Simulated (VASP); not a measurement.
Write the native input for VASP 6.6.1 that does the following.

- Task: single point
- Functional: PBE
- Potentials or basis: VASP PAW PBE potentials, release 64 (Cu)
- Cutoff: 520 eV
- k mesh: 14 × 14 × 1
- Occupations: fermi-dirac, width 0.1 eV
- Spin: no spin polarisation
- Dipole correction: yes
- Further INCAR settings: ALGO = Normal; EDIFF = 1e-06; NBANDS = 24

The structure of Cu lies in POSCAR:

```
Cu
1.0
    2.5665139637      0.0000000000      0.0000000000
    0.0000000000      2.5665139637      0.0000000000
    0.0000000000      0.0000000000     19.6296000000
Cu
3
Direct
    0.0000000000      0.0000000000      0.4075478141
    0.5000000000      0.5000000000      0.5000000000
    0.0000000000      0.0000000000      0.5924521859
```

These files were run (other wordings do the same):

INCAR

```
  ALGO = Normal
  DIPOL = 0.5 0.5 0.500
  EDIFF = 1E-6
  ENCUT = 520
  GGA = PE
  IDIPOL = 3
  ISIF = 2
  ISMEAR = -1
  LASPH = T
  LCHARG = F
  LDIPOL = T
  LREAL = F
  LWAVE = F
  NBANDS = 24
  NELM = 80
  PREC = Accurate
  SIGMA = 0.1
```

KPOINTS

```
k-points
0
Gamma
  14 14 1
```

Potentials or basis: VASP PAW PBE potentials, release 64 (Cu).

Launch:

```bash
$ cat potpaw_PBE.64/Cu/POTCAR > POTCAR
$ mpirun -np 1 vasp_std > vasp.out
```

Results of the run:

| Property | Result |
| --- | --- |
| Largest force | 0.157 eV/Å |

It took 2 min on 1 thread of Intel Xeon 6975P-C, with other jobs on the host, peak memory 0.28 GiB.
